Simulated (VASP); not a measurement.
Set up this calculation in VASP 6.6.1, as the native input.

- Task: single point
- Functional: PBEsol
- Potentials or basis: VASP PAW PBE potentials, release 64 (Pt)
- Cutoff: 520 eV
- k mesh: 18 × 18 × 18
- Occupations: gaussian, width 0.1 eV
- Spin: no spin polarisation
- Dipole correction: no
- Further INCAR settings: ALGO = Fast; EDIFF = 1e-06; NBANDS = 11

The structure of Pt lies in POSCAR:

```
Pt
1.0
    0.0000000000      1.9974623314      1.9974623314
    1.9974623314      0.0000000000      1.9974623314
    1.9974623314      1.9974623314      0.0000000000
Pt
1
Direct
    0.0000000000      0.0000000000      0.0000000000
```

This cell differs from its parent crystal: volume scaled by 1.06.

One way to write it, as run:

INCAR

```
SYSTEM = Pt
ALGO = Fast
EDIFF = 1E-6
ENCUT = 520
GGA = PS
ISIF = 2
ISMEAR = 0
LASPH = .True.
LCHARG = .True.
LELF = .True.
LREAL = .False.
LVHAR = .True.
LWAVE = .False.
NBANDS = 11
NELM = 80
PREC = Accurate
SIGMA = 0.1
```

KPOINTS

```
k-points
0
Gamma
  18 18 18
  0 0 0
```

Potentials or basis: VASP PAW PBE potentials, release 64 (Pt).

The run is started by

```bash
$ cat potpaw_PBE.64/Pt/POTCAR > POTCAR
$ mpirun -np 1 vasp_std > vasp.out
```

It gave:

The pressure is -14.7 GPa and the band gap on the k mesh is zero (band 5 reaches 10.50 eV, above the bottom of band 6 at 8.48 eV).

Caveat: the PAW data sets were made with another functional, which shifts forces and pressure a little; spin-orbit coupling is left out, which moves the levels of the heavy elements.

Run time: 21 s on 1 thread of AMD EPYC 9R45 96-Core Processor (Zen 5) (shared host), peak memory 0.13 GiB.
